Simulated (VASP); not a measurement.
Input of a VASP 6.6.1 run:

File INCAR:

```
SYSTEM = Rh
PREC = Accurate
ENCUT = 520
EDIFF = 1E-7
ISMEAR = 1
SIGMA = 0.02
LREAL = .False.
LASPH = .True.
NELM = 60
ALGO = Fast
ISIF = 2
LWAVE = .False.
LCHARG = .False.
NBANDS = 22
```

File KPOINTS:

```
regular mesh
0
Gamma
  18 18 12
  0 0 0
```

File POSCAR:

```
Rh
1.0
    2.6627045662      0.0000000000      0.0000000000
   -1.3313522831      2.3650972278      0.0000000000
    0.0000000000      0.0000000000      4.4284890000
Rh
2
Direct
    0.6666666667      0.3333333333      0.7500000000
    0.3333333333      0.6666666667      0.2500000000
```

Potentials or basis: VASP PAW LDA potentials, release 64 (Rh_pv).

Launch:

```sh
$ cat potpaw_LDA.64/Rh_pv/POTCAR > POTCAR
$ mpirun -np 1 vasp_std > vasp.out
```

Problem. Predict the band gap on the k mesh.

Solution. Zero (bands 15 and 16 overlap by 2.44 eV).

Problem. What does it give for the largest force?

Solution. 0.047 eV/Å.

Stress tensor (GPa, compression positive):
```
 -7.43   0.00   0.00
  0.00 -14.80   0.00
  0.00   0.00 -16.51
```

Caveat: the cell differs from its parent crystal (strain -0.0250 x Voigt [1, 0, 0, 0, 0, 0]); the stress differs along the axes, from -17 to -7 GPa.
